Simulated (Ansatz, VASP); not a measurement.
## Two plane-wave programs on Sb

```
Sb
1.0
     3.08617    0.00000    0.00000
     0.00000    3.09878    0.00000
     0.00000    0.00000    3.18278
Sb
1
Direct
  0.50000 0.50000 0.00000
```

Alike in both runs: functional PBE; k mesh 6 × 6 × 6; occupations gaussian, width 0.1 eV; no spin polarisation.

Ansatz relaxed the structure, and its values are those at the end. VASP's run is a single point on that final structure, the one shown.

|  | VASP | Ansatz |
| --- | --- | --- |
| version | VASP 6.6.1 | Ansatz 0.2.0 |
| potentials or method | VASP PAW PBE potentials, release 64 (Sb), cutoff 520 eV | scalar-relativistic, plane waves, PAW |
| valence electrons in the cell | 5 | 15 |

```tsv
	VASP	Ansatz	Ansatz less VASP
gap on the k mesh at the Fermi level (eV)	none	none	-
pressure (GPa)	-0.1	0.0	+0.03
```

A gap of «none» marks a metal or a gap that the smearing closes. VASP's potentials hold 5 valence electrons a cell and Ansatz's 15, so a difference there can come from the potentials and not from the codes.

Neither program's run includes spin-orbit coupling.
